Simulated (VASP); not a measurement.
Input of a VASP 6.6.1 run:

The input INCAR:

```
SYSTEM = WC
PREC = Accurate ; ENCUT = 520
EDIFF = 1E-7 ; ISMEAR = -1
SIGMA = 0.05 ; LREAL = .FALSE.
LASPH = .TRUE. ; NELM = 60
ALGO = Normal ; ISIF = 2
LWAVE = .FALSE. ; LCHARG = .FALSE.
GGA = PS ; NBANDS = 16
```

KPOINTS

```
Automatic mesh
0
G
  10 10 9
  0 0 0
```

Contents of POSCAR:

```
WC
1.0
    2.8750457146      0.0000000000      0.0000000000
   -1.4375228573      2.4898626259      0.0000000000
    0.0000000000      0.0000000000      2.8082639189
W C
1 1
Direct
    0.0000000000      0.0000000000      0.0000000000
    0.6666666667      0.3333333333      0.5000000000
```

Potentials or basis: VASP PAW PBE potentials, release 64 (W_sv, C).

Launch:

```bash
$ cat potpaw_PBE.64/W_sv/POTCAR potpaw_PBE.64/C/POTCAR > POTCAR
$ mpirun -np 1 vasp_std > vasp.out
```

(1) What does it give for the band gap on the k mesh?

(2) Predict the pressure.

Results:

(1) zero (band 9 reaches 12.06 eV, above the bottom of band 10 at 10.80 eV).

(2) 11.4 GPa.

Caveat: the PAW data sets were made with another functional, which shifts forces and pressure a little; spin-orbit coupling is left out, which moves the levels of the heavy elements.
